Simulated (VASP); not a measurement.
# LaNi2Se2 (I4/mmm) in VASP: single point with PBE

Aim: the single point of LaNi2Se2 with PBE.

All numbers are computed with VASP 6.6.1; they aren't measurements. Logs are shortened: lines on timing, memory, paths and dates and some standing lists are left out, and cuts for length are marked.

## 1. The cell of the first run

Symmetry: I4/mmm, No. 139, tetragonal system. The conventional cell has a = 4.268 Å, b = 4.268 Å, c = 9.824 Å, α = 90.00°, β = 90.00°, γ = 90.00°. Within 3.3 Å of Se (site symmetry 4mm) lie 1 Se at 2.46 Å and 4 Ni at 2.46 Å and 4 La at 3.26 Å. Ni (site symmetry -4m2) has 4 Se at 2.46 Å and 4 Ni at 3.02 Å and 4 La at 3.25 Å within 3.3 Å. Within 4.3 Å of La (site symmetry 4/mmm) lie 8 Ni at 3.25 Å and 10 Se at 3.26 to 3.68 Å and 4 La at 4.27 Å.

## 2. Single point, PBE

Input file POSCAR:

```
LaNi2Se2
1.0
    0.0000000000      4.2679120000      0.0000000000
    4.2679120000      0.0000000000      0.0000000000
    2.1339560000      2.1339560000     -4.9119550000
Se Ni La
2 2 1
Direct
    0.3750000000      0.3750000000      0.2500000000
    0.6250000000      0.6250000000      0.7500000000
    0.7500000000      0.2500000000      0.5000000000
    0.2500000000      0.7500000000      0.5000000000
    0.0000000000      0.0000000000      0.0000000000
```

Input file INCAR.step1:

```
SYSTEM = LaNi2Se2
  PREC = Accurate
  ENCUT = 520
  EDIFF = 1E-6
  ISMEAR = -1
  SIGMA = 0.1
  LREAL = .False.
  LASPH = .True.
  NELM = 100
  ALGO = Normal
  ISIF = 2
  LWAVE = .False.
  LCHARG = .True.
  LMAXMIX = 6
  GGA = PE
  NBANDS = 30
```

Input file KPOINTS.step1:

```
regular mesh
0
Gamma
  9 9 9
  0 0 0
```

Input file INCAR.step2:

```
SYSTEM = LaNi2Se2
  PREC = Accurate
  ENCUT = 520
  EDIFF = 1E-6
  ISMEAR = -5
  SIGMA = 0.1
  LREAL = .False.
  LASPH = .True.
  NELM = 100
  ALGO = Normal
  ISIF = 2
  LWAVE = .False.
  LCHARG = .False.
  LMAXMIX = 6
  GGA = PE
  LORBIT = 11
  NBANDS = 30
  NEDOS = 2001
  ICHARG = 11
```

Input file KPOINTS.step2:

```
regular mesh
0
Gamma
  14 14 14
  0 0 0
```

Potentials or basis: VASP PAW PBE potentials, release 64 (Se, Ni, La).

On the command line:

```sh
$ cat potpaw_PBE.64/Se/POTCAR potpaw_PBE.64/Ni/POTCAR potpaw_PBE.64/La/POTCAR > POTCAR
$ cp INCAR.step1 INCAR
$ cp KPOINTS.step1 KPOINTS
$ mpirun -np 1 vasp_std > vasp.out
$ cp INCAR.step2 INCAR
$ cp KPOINTS.step2 KPOINTS
$ mpirun -np 1 vasp_std > vasp.out
```

OUTCAR:

```text
SYSTEM = LaNi2Se2
   PREC = Accurate
   ENCUT = 520
   EDIFF = 1E-6
   ISMEAR = -5
   LREAL = .False.
   LASPH = .True.
   NELM = 100
   ISIF = 2
   GGA = PE
   LORBIT = 11
   ICHARG = 11

 ion  position               nearest neighbor table
   1  0.375  0.375  0.250-   2 2.46   4 2.46   3 2.46   4 2.46   3 2.46
   2  0.625  0.625  0.750-   1 2.46   3 2.46   4 2.46   3 2.46   4 2.46
   3  0.750  0.250  0.500-   1 2.46   1 2.46   2 2.46   2 2.46   4 3.02   4 3.02   4 3.02   4 3.02
                             5 3.25   5 3.25   5 3.25   5 3.25
   4  0.250  0.750  0.500-   1 2.46   1 2.46   2 2.46   2 2.46   3 3.02   3 3.02   3 3.02   3 3.02
                             5 3.25   5 3.25   5 3.25   5 3.25
   5  0.000  0.000  0.000-   3 3.25   4 3.25   3 3.25   4 3.25   3 3.25   4 3.25   3 3.25   4 3.25

  LATTYP: Found a body centered tetragonal cell.
 ALAT       =     4.2679120000
 C/A-ratio  =     2.3018070663

  Lattice vectors:

 A1 = (  -2.1339560000,   2.1339560000,   4.9119550000)
 A2 = (   2.1339560000,  -2.1339560000,   4.9119550000)
 A3 = (   2.1339560000,   2.1339560000,  -4.9119550000)

Analysis of symmetry for initial positions (statically):
=====================================================================
 Subroutine PRICEL returns:
 Original cell was already a primitive cell.

 Routine SETGRP: Setting up the symmetry group for a
 body centered tetragonal supercell.

 Subroutine GETGRP returns: Found 16 space group operations
 (whereof 16 operations were pure point group operations)
 out of a pool of 16 trial point group operations.

The static configuration has the point symmetry D_4h.

Analysis of symmetry for dynamics (positions and initial velocities):
=====================================================================
 Subroutine PRICEL returns:
 Original cell was already a primitive cell.

 Routine SETGRP: Setting up the symmetry group for a
 body centered tetragonal supercell.

 Subroutine GETGRP returns: Found 16 space group operations
 (whereof 16 operations were pure point group operations)
 out of a pool of 16 trial point group operations.

The dynamic configuration has the point symmetry D_4h.

 Subroutine INISYM returns: Found 16 space group operations
 (whereof 16 operations are pure point group operations),
 and found     1 'primitive' translations

----------------------------------------------------------------------------------------

                                     Primitive cell

  volume of cell :      89.4716

  direct lattice vectors                    reciprocal lattice vectors
     0.000000000  4.267912000  0.000000000     0.000000000  0.234306612  0.101792463
     4.267912000  0.000000000  0.000000000     0.234306612  0.000000000  0.101792463
     2.133956000  2.133956000 -4.911955000     0.000000000  0.000000000 -0.203584927

  length of vectors
     4.267912000  4.267912000  5.764966465     0.255462901  0.255462901  0.203584927

  position of ions in fractional coordinates (direct lattice)
     0.375000000  0.375000000  0.250000000
     0.625000000  0.625000000  0.750000000
     0.750000000  0.250000000  0.500000000
     0.250000000  0.750000000  0.500000000
     0.000000000  0.000000000  0.000000000

  ion indices of the primitive-cell ions
   primitive index   ion index
                 1           1
                 2           2
                 3           3
                 4           4
                 5           5

----------------------------------------------------------------------------------------

 KPOINTS: regular mesh

Automatic generation of k-mesh.
 Grid dimensions read from file:
 generate k-points for:   14   14   14

 Generating k-lattice:

  Cartesian coordinates                     Fractional coordinates (reciprocal lattice)
     0.000000000  0.016736187  0.007270890     0.071428571  0.000000000  0.000000000
     0.016736187  0.000000000  0.007270890     0.000000000  0.071428571  0.000000000
     0.000000000  0.000000000 -0.014541780     0.000000000  0.000000000  0.071428571

  Length of vectors
     0.018247350  0.018247350  0.014541780

  Shift w.r.t. Gamma in fractional coordinates (k-lattice)
     0.000000000  0.000000000  0.000000000

 TETIRR: Found   7833 inequivalent tetrahedra from    16464

 Subroutine IBZKPT returns following result:
 ===========================================

 Found    244 irreducible k-points:

 Following reciprocal coordinates:
            Coordinates               Weight
  0.000000  0.000000  0.000000      1.000000
  0.071429  0.000000  0.000000      8.000000
  0.142857  0.000000  0.000000      8.000000
  0.214286  0.000000  0.000000      8.000000
  0.285714  0.000000  0.000000      8.000000
  0.357143  0.000000  0.000000      8.000000
[... 16 lines left out ...]
  0.214286  0.142857  0.000000     16.000000
  0.285714  0.142857  0.000000     16.000000
 [... further k-points ...]
   k-points           NKPTS =    244   k-points in BZ     NKDIM =    244   number of bands    NBANDS=     30
   number of dos      NEDOS =   2001   number of ions     NIONS =      5
   total plane-waves  NPLWV =  49152
   dimension x,y,z NGX =    32 NGY =   32 NGZ =   48
   dimension x,y,z NGXF=    64 NGYF=   64 NGZF=   96
   ions per type =               2   2   1
   NGX,Y,Z   is equivalent  to a cutoff of  12.46, 12.46, 13.84 a.u.
   NGXF,Y,Z  is equivalent  to a cutoff of  24.93, 24.93, 27.68 a.u.
 SYSTEM =  LaNi2Se2
   PREC   = accura    normal or accurate (medium, high low for compatibility)
   ISTART =      0    job   : 0-new  1-cont  2-samecut
   ICHARG =     11    charge: 1-file 2-atom 10-const
   ISPIN  =      1    spin polarized calculation?
   LNONCOLLINEAR =      F non collinear calculations
   LSORBIT =      F    spin-orbit coupling
   LASPH  =      T    aspherical Exc in radial PAW
   ENCUT  =  520.0 eV  38.22 Ry    6.18 a.u.   7.94  7.94 10.72*2*pi/ulx,y,z
   NELM   =    100;   NELMIN=  2; NELMDL=  0     # of ELM steps
   EDIFF  = 0.1E-05   stopping-criterion for ELM
   LREAL  =      F    real-space projection
   EDIFFG = 0.1E-04   stopping-criterion for IOM
   NSW    =      0    number of steps for IOM
   IBRION =     -1    ionic relax: 0-MD 1-quasi-New 2-CG
   NFREE  =      0    steps in history (QN), initial steepest desc. (CG)
   ISIF   =      2    stress and relaxation
   ISYM   =      2    0-nonsym 1-usesym 2-fastsym
   POTIM  = 0.5000    time-step for ionic-motion
   TEBEG  =    0.0;   TEEND  =   0.0 temperature during run
   PSTRESS=    0.0 pullay stress
   NELECT =      43.0000    total number of electrons
   NUPDOWN=      -1.0000    fix difference up-down
   EMIN   =  10.00;   EMAX   =-10.00  energy-range for DOS
   EFERMI =   0.00;   METHOD = LEGACY
   ISMEAR =    -5;   SIGMA  =   0.10  broadening in eV -4-tet -1-fermi 0-gaus
   EFERMI_NEDOS =   21; number of points for ismear=-14 and -15
   IALGO  =     38    algorithm
   IMIX   =      4    mixing-type and parameters
     AMIX     =   0.40;   BMIX     =  1.00
     AMIX_MAG =   1.60;   BMIX_MAG =  1.00
  volume/ion in A,a.u.               =      17.89       120.76
  Fermi-wavevector in a.u.,A,eV,Ry     =   1.282338  2.423268 22.373299  1.644391
  Thomas-Fermi vector in A             =   2.414655
   LORBIT       =     11    0 simple, 1 ext, 2 COOP (PROOUT), +10 PAW based schemes
   GGA     = PE    functional components
   LHFCALC =     F    Hartree Fock is set to
   AEXX    =    0.0000 exact exchange contribution
   IVDW    =     0    specifies the selected vdW correction
   LEPSILON=     F    determine dielectric tensor
   LRPA    =     F    only Hartree local field effects (RPA)
 non-spin polarized calculation
 Fermi weights with tetrahedron method with Bloechl corrections
  energy-cutoff  :      520.00
  volume of cell :       89.47
 maximum number of plane-waves:      2436

 number of electron      43.0000007 magnetization

 Free energy of the ion-electron system (eV)
  ---------------------------------------------------
  ext. energy  EPLUGINS =         0.00000000
  ---------------------------------------------------
  free energy    TOTEN  =       -26.02173955 eV

  energy without entropy =      -26.02173955  energy(sigma->0) =      -26.02173955

 E-fermi :   9.0939     XC(G=0): -11.2611

 val. band max:        9.1504634871   @ k =  -0.3571   0.0000   0.2857
 cond. band min:       9.0936430364   @ k =  -0.1429  -0.1429   0.2143
 fundamental gap:     -0.0568204506
 Fermi energy:         9.0938704033

 k-point     1 :       0.0000    0.0000    0.0000
  band No.  band energies     occupation
      1     -23.9041      2.00000
      2      -7.7179      2.00000
      3      -7.6526      2.00000
      4      -7.6526      2.00000
      5      -6.9372      2.00000
      6      -4.1655      2.00000
[... 22 lines left out ...]
     29      11.2349      0.00000
     30      11.2365      0.00000

 k-point     2 :       0.0714    0.0000    0.0000
  band No.  band energies     occupation
      1     -23.9032      2.00000
      2      -7.7473      2.00000
      3      -7.7115      2.00000
      4      -7.6499      2.00000
      5      -6.8321      2.00000
      6      -4.1866      2.00000
[... 22 lines left out ...]
     29      11.1028      0.00000
     30      11.2416      0.00000

 k-point     3 :       0.1429    0.0000    0.0000
  band No.  band energies     occupation
      1     -23.9005      2.00000
      2      -7.9253      2.00000
      3      -7.7099      2.00000
      4      -7.6423      2.00000
      5      -6.6068      2.00000
      6      -4.2461      2.00000
[... 682 lines left out ...]
     29      11.0411      0.00000
     30      11.0827      0.00000

 k-point    24 :       0.2857    0.1429    0.0000
  band No.  band energies     occupation
      1     -23.8889      2.00000
      2      -8.2277      2.00000
      3      -7.7143      2.00000
      4      -7.6915      2.00000
      5      -6.0515      2.00000
      6      -4.5071      2.00000
[... 22 lines left out ...]
     29      11.0428      0.00000
     30      11.0892      0.00000

 [... further k-points ...]

------------------------ aborting loop because EDIFF is reached ----------------------------------------

  FORCE on cell =-STRESS in cart. coord.  units (eV):
  Direction    XX          YY          ZZ          XY          YZ          ZX
  --------------------------------------------------------------------------------------
  -------------------------------------------------------------------------------------
  Total       -1.4506552     -1.4506552      9.3367850      0.0000000      0.0000000      0.0000000
  in kB      -25.9770290    -25.9770290    167.1947550      0.0000000      0.0000000      0.0000000
  external PRESSURE =      38.4135657 kB  Pullay stress =       0.0000000 kB

 VOLUME and BASIS-vectors are now :
 -----------------------------------------------------------------------------
  energy-cutoff  :      520.00
  volume of cell :       89.47
      direct lattice vectors                 reciprocal lattice vectors
     0.000000000  4.267912000  0.000000000     0.000000000  0.234306612  0.101792463
     4.267912000  0.000000000  0.000000000     0.234306612  0.000000000  0.101792463
     2.133956000  2.133956000 -4.911955000     0.000000000  0.000000000 -0.203584927

 POSITION                                       TOTAL-FORCE (eV/Angst)
 -----------------------------------------------------------------------------------
      2.13396      2.13396     -1.22799         0.000000     -0.000000     -3.432555
      4.26791      4.26791     -3.68397         0.000000     -0.000000      3.432555
      2.13396      4.26791     -2.45598        -0.000000     -0.000000      0.000000
      4.26791      2.13396     -2.45598         0.000000      0.000000      0.000000
      0.00000      0.00000      0.00000         0.000000     -0.000000      0.000000
 -----------------------------------------------------------------------------------
    total drift:                                0.000000     -0.000000      0.000000

  FREE ENERGIE OF THE ION-ELECTRON SYSTEM (eV)
  ---------------------------------------------------
  free  energy   TOTEN  =       -26.0217395483 eV

  energy  without entropy=      -26.0217395483  energy(sigma->0) =      -26.02173955

 total charge

# of ion       s       p       d       f       tot
--------------------------------------------------
    1        1.467   2.292   0.113   0.000   3.873
    2        1.467   2.292   0.113   0.000   3.873
    3        0.370   0.378   8.522   0.000   9.271
    4        0.370   0.378   8.522   0.000   9.271
    5        2.003   5.632   0.712   0.188   8.536
--------------------------------------------------
tot          5.678  10.974  17.983   0.188  34.823
```

Wall time 11 min (1 thread of Intel Xeon Platinum 8259CL at 2.50GHz (Skylake/Cascade Lake), shared host); peak memory 0.78 GiB.

Results:

```yaml
Valence_electrons_inside_the_program's_atomic_spheres: Se 3.87; Ni 9.27; La 8.54
```

Caveat: spin-orbit coupling is left out, which moves the levels of the heavy elements; the run has no spin polarisation, though such a crystal can be magnetic.
